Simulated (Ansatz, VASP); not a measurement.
**One calculation of Sn, two programs**

INCAR

```
PREC     = Accurate       # precision mode
ENCUT    = 600            # plane-wave cutoff, eV
EDIFF    = 1E-6           # SCF threshold, eV
ISMEAR   = 0              # smearing method
SIGMA    = 0.1            # smearing width, eV
LREAL    = F              # projectors in reciprocal space
LASPH    = T              # aspherical terms in the spheres
NELM     = 100            # most SCF steps
ALGO     = Fast           # electronic algorithm
ISIF     = 3              # what is computed and relaxed
LWAVE    = F              # write WAVECAR
LCHARG   = F              # write CHGCAR
GGA      = PE             # functional
IBRION   = 2              # ionic algorithm
NSW      = 90             # ionic steps
EDIFFG   = -0.04          # ionic threshold
```

The input KPOINTS:

```
Automatic mesh
0
Gamma
  6 6 2
```

File POSCAR:

```
Sn
1.0
    3.6691776300      0.0000000000      0.0000000000
    0.0000000000      3.6691776300      0.0000000000
    0.0000000000      0.0000000000      8.3168237200
Sn
2
Direct
    0.0000000000      0.5000000000      0.4366429400
    0.5000000000      0.0000000000      0.5633570600
```

Input for Ansatz:

```yaml
crystal:
  lattice:
    - [3.66917763, 0.0, 0.0]
    - [0.0, 3.66917763, 0.0]
    - [0.0, 0.0, 8.31682372]
  atoms:
    - { symbol: Sn, position: [0.0, 0.5, 0.43664294] }
    - { symbol: Sn, position: [0.5, 0.0, 0.56335706] }
basis:
  ecutwfc: 420
kpoints:
  mp_grid: { grid: [6, 6, 2] }
hamiltonian:
  xc: pbe
scf:
  occupations: { method: gaussian, width: 0.1 }
  lower_state_search: "off"
output:
  forces: true
  stress: true
  eigenvalues: true
relax:
  adjacent_minimum: "off"
  f_tol: 0.04
  max_steps: 70
  cell: { stress_tol: 0.4 }
```

Alike in both runs: task relaxation of cell and atoms; functional PBE; k mesh 6 × 6 × 2; occupations gaussian, width 0.1 eV; no spin polarisation.

```csv
,VASP,Ansatz
version,VASP 6.6.1,Ansatz 0.2.0
potentials or method,"VASP PAW PBE potentials, release 64 (Sn_d), cutoff 600 eV","scalar-relativistic, plane waves, PAW"
valence electrons in the cell,28,28
```

```csv
,VASP,Ansatz,Ansatz less VASP
"gap on the k mesh at the Fermi level, each at its own relaxed structure (eV)",none,none,-
relaxed volume (Å³/atom),64.73,61.97,-2.760
relaxed cell length with the largest relative difference (Å),7.897,8.354,+0.4571
```

A gap of «none» marks a metal or a gap that the smearing closes. One of these differences is far larger than is usual between the two programs; its cause wasn't traced.

The k mesh is coarse, so the values compare programs but aren't converged. Noted on VASP's run: the volume moved by over 15 % at a fixed basis, so the end points are rough.
